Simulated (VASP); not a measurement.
The system is Ho2O.

```
CELL_PARAMETERS angstrom
2.83958 -1.64225 0.00000
2.83958 1.64225 0.00000
-1.89954 0.00000 12.16996
ATOMIC_POSITIONS crystal
Ho 0.87411 0.87411 0.63595
Ho 0.71615 0.71615 0.13427
Ho 0.12589 0.12589 0.36405
Ho 0.28385 0.28385 0.86573
O 0.42155 0.42155 0.24932
O 0.57845 0.57845 0.75068
```

The cell was generated, and may not be a known phase.

| Property | Result |
| --- | --- |
| Program | VASP 6.6.1 |
| Task | relaxation of cell and atoms |
| Functional | PBE |
| Potentials or basis | VASP PAW PBE potentials, release 64 (Ho_3, O), 4f in core |
| Cutoff | 600 eV |
| k mesh | 6 × 6 × 2 |
| Occupations | gaussian, width 0.2 eV |
| Spin | no spin polarisation |

At the start: pressure 8.2 GPa; volume 18.92 Å³/atom.

**Question.** How do energy, volume and symmetry change on relaxing?

**Answer.** Over 7 steps the energy falls by 98.0 meV/atom and the volume is 20.11 Å³/atom (+6.3 %); space group C2/m (No. 12, to 0.1 Å) before and after.

The path:
```tsv
step	energy change (eV)	largest force (eV/Å)	pressure (GPa)	volume (Å³)
1	0.0000	0.7829	8.19	113.50
2	-0.3662	0.3132	-5.57	129.91
3	-0.4478	0.0620	-2.15	124.53
4	-0.5678	0.1003	-0.76	121.92
5	-0.5861	0.1115	0.04	120.60
6	-0.5864	0.1121	0.18	120.37
7	-0.5880	0.0730	-0.10	120.69
```

Final structure:
```
CELL_PARAMETERS angstrom
3.01801 -1.74777 0.00202
3.01801 1.74777 0.00202
-2.01062 0.00000 11.43884
ATOMIC_POSITIONS crystal
Ho 0.87310 0.87310 0.63246
Ho 0.71533 0.71533 0.13240
Ho 0.12690 0.12690 0.36754
Ho 0.28467 0.28467 0.86760
O 0.42149 0.42149 0.24982
O 0.57851 0.57851 0.75018
```

Caveat: the k points lie up to 0.35 Å⁻¹ apart in the final cell, too coarse for converged energies and pressures of a metal; the run has no spin polarisation, though such a crystal can be magnetic; the relaxation stopped at a loose force limit of 0.08 eV/Å, so its end isn't a converged minimum.
